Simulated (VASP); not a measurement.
Input of a VASP 6.6.1 run:

The input INCAR:

```
SYSTEM = InP
PREC = Accurate ; ENCUT = 500
EDIFF = 1E-6 ; ISMEAR = 0
SIGMA = 0.02 ; LREAL = .FALSE.
LASPH = .TRUE. ; NELM = 120
ALGO = Normal ; ISIF = 2
LWAVE = .FALSE. ; LCHARG = .TRUE.
GGA = PS ; LELF = .TRUE.
LVHAR = .TRUE. ; NBANDS = 16
GGA_COMPAT = .FALSE.
```

File KPOINTS:

```
regular mesh
0
G
  10 10 10
  0 0 0
```

Contents of POSCAR:

```
InP
1.0
    0.0000000000      2.9394548964      2.9394548964
    2.9394548964      0.0000000000      2.9394548964
    2.9394548964      2.9394548964      0.0000000000
In P
1 1
Direct
    0.0000000000      0.0000000000      0.0000000000
    0.2500000000      0.2500000000      0.2500000000
```

Potentials or basis: VASP PAW PBE potentials, release 64 (In_d, P).

Command:

```bash
$ cat potpaw_PBE.64/In_d/POTCAR potpaw_PBE.64/P/POTCAR > POTCAR
$ mpirun -np 1 vasp_std > vasp.out
```

**Question.** Predict the band gap on the k mesh.

**Answer.** 0.57 eV, direct.

**Question.** What does it give for the pressure?

**Answer.** 0.0 GPa.

Caveat: the PAW data sets were made with another functional, which shifts forces and pressure a little; spin-orbit coupling is left out, which moves the levels of the heavy elements. Expect the measured gap to be larger: semilocal functionals such as PBEsol lack the derivative discontinuity.
